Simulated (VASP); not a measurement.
# CsSnI3 (Pm-3m) in VASP: further runs, part 2 of 2

VASP 6.6.1. Earlier steps stand in the parts before.

**3. Single point, r2SCAN (51.12 Å³/atom)**

This run uses another cell than the first one, of 51.12 Å³/atom.

Contents of POSCAR:

```
CsSnI3
1.0
    6.3464345326      0.0000000000      0.0000000000
    0.0000000000      6.3464345326      0.0000000000
    0.0000000000      0.0000000000      6.3464345326
Cs Sn I
1 1 3
Direct
    0.0000000000      0.0000000000      0.0000000000
    0.5000000000      0.5000000000      0.5000000000
    0.0000000000      0.5000000000      0.5000000000
    0.5000000000      0.0000000000      0.5000000000
    0.5000000000      0.5000000000      0.0000000000
```

Contents of INCAR.step1:

```
PREC = Accurate
ENCUT = 520
ISMEAR = 0
SIGMA = 0.02
LREAL = F
LASPH = T
NELM = 60
NBANDS = 30
GGA = PE
ALGO = Normal
EDIFF = 1E-4
LWAVE = T
LCHARG = F
```

Contents of INCAR.step2:

```
PREC = Accurate
ENCUT = 520
EDIFF = 1E-6
ISMEAR = 0
SIGMA = 0.02
LREAL = F
LASPH = T
NELM = 60
ALGO = Normal
ISIF = 2
LWAVE = F
LCHARG = F
METAGGA = R2SCAN
LMIXTAU = T
NBANDS = 30
ISTART = 1
```

Contents of KPOINTS:

```
Automatic mesh
0
Gamma
  6 6 6
```

Potentials or basis: VASP PAW PBE potentials, release 64 (Cs_sv, Sn_d, I).

The run is started by

```sh
> cat potpaw_PBE.64/Cs_sv/POTCAR potpaw_PBE.64/Sn_d/POTCAR potpaw_PBE.64/I/POTCAR > POTCAR
> cp INCAR.step1 INCAR
> mpirun -np 1 vasp_std > vasp.out
> cp INCAR.step2 INCAR
> mpirun -np 1 vasp_std > vasp.out
```

OUTCAR:

```text
PREC = Accurate
   ENCUT = 520
   EDIFF = 1E-6
   ISMEAR = 0
   LREAL = F
   LASPH = T
   NELM = 60
   ISIF = 2
   METAGGA = R2SCAN
   ISTART = 1

 ion  position               nearest neighbor table
   1  0.000  0.000  0.000-
   2  0.500  0.500  0.500-   3 3.17   4 3.17   5 3.17   5 3.17   4 3.17   3 3.17
   3  0.000  0.500  0.500-   2 3.17   2 3.17
   4  0.500  0.000  0.500-   2 3.17   2 3.17
   5  0.500  0.500  0.000-   2 3.17   2 3.17

  LATTYP: Found a simple cubic cell.
 ALAT       =     6.3464345326

  Lattice vectors:

 A1 = (   6.3464345326,   0.0000000000,   0.0000000000)
 A2 = (   0.0000000000,   6.3464345326,   0.0000000000)
 A3 = (   0.0000000000,   0.0000000000,   6.3464345326)

Analysis of symmetry for initial positions (statically):
=====================================================================
 Subroutine PRICEL returns:
 Original cell was already a primitive cell.

 Routine SETGRP: Setting up the symmetry group for a
 simple cubic supercell.

 Subroutine GETGRP returns: Found 48 space group operations
 (whereof 48 operations were pure point group operations)
 out of a pool of 48 trial point group operations.

The static configuration has the point symmetry O_h .

Analysis of symmetry for dynamics (positions and initial velocities):
=====================================================================
 Subroutine PRICEL returns:
 Original cell was already a primitive cell.

 Routine SETGRP: Setting up the symmetry group for a
 simple cubic supercell.

 Subroutine GETGRP returns: Found 48 space group operations
 (whereof 48 operations were pure point group operations)
 out of a pool of 48 trial point group operations.

The dynamic configuration has the point symmetry O_h .

[... 115 lines left out ...]
   EFERMI_NEDOS =   21; number of points for ismear=-14 and -15
   IALGO  =     38    algorithm
   IMIX   =      4    mixing-type and parameters
     AMIX     =   0.40;   BMIX     =  1.00
     AMIX_MAG =   1.60;   BMIX_MAG =  1.00
  volume/ion in A,a.u.               =      51.12       345.00
  Fermi-wavevector in a.u.,A,eV,Ry     =   0.910673  1.720923 11.283662  0.829326
  Thomas-Fermi vector in A             =   2.034863
   LORBIT       =      0    0 simple, 1 ext, 2 COOP (PROOUT), +10 PAW based schemes
   METAGGA = R2SCAN    functional components
   LHFCALC =     F    Hartree Fock is set to
   AEXX    =    0.0000 exact exchange contribution
   IVDW    =     0    specifies the selected vdW correction
   LEPSILON=     F    determine dielectric tensor
   LRPA    =     F    only Hartree local field effects (RPA)
 non-spin polarized calculation
 Gauss-broadening in eV      SIGMA  =   0.02
  energy-cutoff  :      520.00
  volume of cell :      255.62
 maximum number of plane-waves:      6931
 NGX is ok and might be reduce to    48
   NGX = 23   NGY = 23   NGZ = 23

 number of electron      44.0000002 magnetization

 Free energy of the ion-electron system (eV)
  ---------------------------------------------------
  ext. energy  EPLUGINS =         0.00000000
  ---------------------------------------------------
  free energy    TOTEN  =      -128.65052546 eV

  energy without entropy =     -128.65052546  energy(sigma->0) =     -128.65052546

 E-fermi :   2.1266     XC(G=0):  -7.6152

 val. band max:        1.9967484925   @ k =   0.5000   0.5000   0.5000
 cond. band min:       2.7219211111   @ k =   0.5000   0.5000   0.5000
 fundamental gap:      0.7251726186
 Fermi energy:         2.1265692864

 k-point     1 :       0.0000    0.0000    0.0000
  band No.  band energies     occupation
      1     -20.8159      2.00000
      2     -20.7097      2.00000
      3     -20.7097      2.00000
      4     -20.6918      2.00000
      5     -20.6918      2.00000
      6     -20.6918      2.00000
[... 649 lines left out ...]
     29       6.6650      0.00000
     30       7.8373      0.00000

------------------------ aborting loop because EDIFF is reached ----------------------------------------

  FORCE on cell =-STRESS in cart. coord.  units (eV):
  Direction    XX          YY          ZZ          XY          YZ          ZX
  --------------------------------------------------------------------------------------
  -------------------------------------------------------------------------------------
  Total       -1.4286104     -1.4286104     -1.4286104      0.0000000      0.0000000     -0.0000000
  in kB       -8.9543686     -8.9543686     -8.9543686      0.0000000      0.0000000     -0.0000000
  external PRESSURE =      -8.9543686 kB  Pullay stress =       0.0000000 kB

 VOLUME and BASIS-vectors are now :
 -----------------------------------------------------------------------------
  energy-cutoff  :      520.00
  volume of cell :      255.62
      direct lattice vectors                 reciprocal lattice vectors
     6.346434533  0.000000000  0.000000000     0.157568788  0.000000000  0.000000000
     0.000000000  6.346434533  0.000000000     0.000000000  0.157568788  0.000000000
     0.000000000  0.000000000  6.346434533     0.000000000  0.000000000  0.157568788

 POSITION                                       TOTAL-FORCE (eV/Angst)
 -----------------------------------------------------------------------------------
      0.00000      0.00000      0.00000         0.000000      0.000000      0.000000
      3.17322      3.17322      3.17322         0.000000      0.000000      0.000000
      0.00000      3.17322      3.17322         0.000000      0.000000      0.000000
      3.17322      0.00000      3.17322         0.000000      0.000000      0.000000
      3.17322      3.17322      0.00000         0.000000      0.000000      0.000000
 -----------------------------------------------------------------------------------
    total drift:                                0.000000     -0.000000     -0.000000

  FREE ENERGIE OF THE ION-ELECTRON SYSTEM (eV)
  ---------------------------------------------------
  free  energy   TOTEN  =      -128.6505254638 eV

  energy  without entropy=     -128.6505254638  energy(sigma->0) =     -128.65052546
```

OUTCAR.step1:

```text
PREC = Accurate
   ENCUT = 520
   ISMEAR = 0
   LREAL = F
[... 886 lines left out ...]
      3.17322      3.17322      3.17322         0.000000      0.000000      0.000000
      0.00000      3.17322      3.17322         0.000000      0.000000      0.000000
      3.17322      0.00000      3.17322         0.000000      0.000000      0.000000
      3.17322      3.17322      0.00000         0.000000      0.000000      0.000000
 -----------------------------------------------------------------------------------
    total drift:                                0.000000     -0.000000     -0.000000

  FREE ENERGIE OF THE ION-ELECTRON SYSTEM (eV)
  ---------------------------------------------------
  free  energy   TOTEN  =       -14.0206595637 eV

  energy  without entropy=      -14.0206595637  energy(sigma->0) =      -14.02065956
```

Wall time 3.3 min (1 thread of Intel Xeon 6975P-C (Granite Rapids), shared host); peak memory 0.46 GiB.

Results:

```
Free energy            : -128.6505 eV
Pressure               : -0.9 GPa
Band gap on the k mesh : 0.73 eV
```

Levels at points of the mesh, in eV from the valence-band top:
| k point | band 19 | band 20 | band 21 | band 22 | band 23 | band 24 | band 25 | band 26 |
| --- | --- | --- | --- | --- | --- | --- | --- | --- |
| (0.00, 0.00, 0.00) | -2.16 | -2.04 | -2.04 | -2.04 | 2.85 | 3.77 | 3.77 | 4.17 |
| (0.50, 0.00, 0.00) | -2.30 | -2.14 | -2.14 | -1.50 | 1.41 | 4.29 | 4.49 | 4.54 |
| (0.50, 0.50, 0.00) | -2.43 | -2.41 | -1.64 | -0.74 | 1.11 | 1.11 | 4.23 | 4.90 |
| (0.50, 0.50, 0.50) | -1.62 | -1.62 | -1.62 | 0.00 | 0.73 | 0.73 | 0.73 | 3.72 |

Caveat: semilocal functionals underestimate gaps, and a narrow one can read as zero; the PAW data sets were made with another functional, which shifts forces and pressure a little; spin-orbit coupling is left out, which moves the levels of the heavy elements. r2SCAN opens gaps a little over a GGA but as a rule still falls short of measured ones.
